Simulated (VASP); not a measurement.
Here is a VASP 6.6.1 calculation.

The input INCAR:

```
  PREC = Accurate
  ENCUT = 600
  EDIFF = 1E-6
  ISMEAR = 0
  SIGMA = 0.1
  LREAL = False
  LASPH = True
  NELM = 80
  ALGO = Fast
  ISIF = 3
  LWAVE = False
  LCHARG = False
  GGA = PE
  IBRION = 2
  NSW = 100
  EDIFFG = -0.01
```

Contents of KPOINTS:

```
regular mesh
0
Gamma
  10 10 10
```

POSCAR

```
AlZn2
1.0
    0.0000000000      3.6411385407      3.6411385407
    3.6411385407      0.0000000000      3.6411385407
    3.6411385407      3.6411385407      0.0000000000
Al Zn
2 4
Direct
    0.5000000000      0.5000000000      0.5000000000
    0.7500000000      0.7500000000      0.7500000000
    0.1250000000      0.1250000000      0.1250000000
    0.6250000000      0.1250000000      0.1250000000
    0.1250000000      0.1250000000      0.6250000000
    0.1250000000      0.6250000000      0.1250000000
```

Potentials or basis: VASP PAW PBE potentials, release 64 (Al, Zn).

Launch:

```sh
$ cat potpaw_PBE.64/Al/POTCAR potpaw_PBE.64/Zn/POTCAR > POTCAR
$ mpirun -np 1 vasp_std > vasp.out
```

Problem. Estimate the band gap on the k mesh.

Solution. Zero (bands 27 and 28 overlap by 5.45 eV).

Problem. What does it give for the space group after relaxing (to 0.1 Å)?

Solution. Fd-3m (No. 227).

Problem. Predict the relaxed volume.

Solution. 16.17 Å³/atom.

Step by step:
```csv
step,energy change (eV),largest force (eV/Å),pressure (GPa),volume (Å³)
1,0.0000,0.0000,0.32,96.55
2,-0.0005,0.0000,0.07,97.00
```
